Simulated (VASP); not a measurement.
Runs of VASP 6.6.1 on CdF2. The structure is that of space group Fm-3m (No. 225), or close to it. The cells are those of the table. 

| cell | gap on the mesh (eV) | pressure (GPa) |
| --- | --- | --- |
| a = 3.691, b = 3.691, c = 3.728 Å, angles 59.7, 59.7, 60.7°, 3 atoms | (d) | 12.3 |
| a = 4.000 Å, angles 60.0°, 3 atoms | 2.42 | -10.9 |
| a = 3.857 Å, angles 60.0°, 3 atoms | 2.78 | -3.3 |
| a = 3.743, b = 3.743, c = 3.629 Å, angles 61.0, 61.0, 58.0°, 3 atoms | 3.11 | 12.2 |
| a = 3.782, b = 3.782, c = 3.706 Å, angles 60.7, 60.7, 58.7°, 3 atoms | (b) | 5.9 |
| a = 3.729, b = 3.729, c = 3.654 Å, angles 60.7, 60.7, 58.7°, 3 atoms | (a) | 12.3 |
| a = 3.618, b = 3.618, c = 3.545 Å, angles 60.7, 60.7, 58.7°, 3 atoms | 3.48 | 30.9 |
| a = 3.820, b = 3.820, c = 3.782 Å, angles 60.3, 60.3, 59.3°, 3 atoms | 2.89 | 0.8 |
| a = 3.703 Å, angles 60.0°, 3 atoms | 3.19 | 12.3 |
| a = 3.834, b = 3.834, c = 3.757 Å, angles 60.7, 60.7, 58.7°, 3 atoms | 2.86 | 0.8 |
| a = 3.592 Å, angles 60.0°, 3 atoms | (c) | 31.0 |
| a = 3.849, b = 3.849, c = 3.732 Å, angles 61.0, 61.0, 58.0°, 3 atoms | 2.81 | 0.7 |

Alike in all rows: task single point; level PBEsol; potentials or basis VASP PAW PBE potentials, release 64 (Cd, F); no spin polarisation; k mesh 8 × 8 × 8; cutoff (eV) 520; smearing gaussian 0.05 eV.

Fill in the values left out.

(a) 3.15; (b) 3.00; (c) 3.51; (d) 3.18.

Caveats: the PAW data sets were made with another functional, which shifts forces and pressure a little; the cell stands under pressure (at least some runs); the cell stands under tension (at least some runs).

A k mesh can miss the band edges, and the runs leave out spin-orbit coupling on Cd.
